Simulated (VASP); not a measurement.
A run of VASP 6.6.1 is set up as follows.

File INCAR:

```
SYSTEM = Li4NO
PREC = Accurate ; ENCUT = 520
EDIFF = 1E-6 ; ISMEAR = 0
SIGMA = 0.15 ; LREAL = .FALSE.
LASPH = .TRUE. ; NELM = 100
ALGO = Normal ; ISIF = 2
LWAVE = .FALSE. ; LCHARG = .FALSE.
GGA = PE ; NBANDS = 20
```

Contents of KPOINTS:

```
Automatic mesh
0
G
  7 7 5
  0 0 0
```

POSCAR

```
Li4NO
1.0
    3.3884295640      0.0000000000      0.0000000000
    0.0000000000      3.3884295640      0.0000000000
    0.0000000000      0.0000000000      5.0491156402
Li N O
4 1 1
Direct
    0.0000000000      0.5000000000      0.2638480000
    0.5000000000      0.0000000000      0.7361520000
    0.0000000000      0.5000000000      0.7361520000
    0.5000000000      0.0000000000      0.2638480000
    0.0000000000      0.0000000000      0.0000000000
    0.5000000000      0.5000000000      0.5000000000
```

Potentials or basis: VASP PAW PBE potentials, release 64 (Li_sv, N, O).

Run with:

```console
$ cat potpaw_PBE.64/Li_sv/POTCAR potpaw_PBE.64/N/POTCAR potpaw_PBE.64/O/POTCAR > POTCAR
$ mpirun -np 1 vasp_std > vasp.out
```

(1) What does it give for the largest force?

Answers

(1) 0.034 eV/Å.

Caveat: an odd number of electrons without spin polarisation forces a metal; a magnetic or distorted state may lie lower.
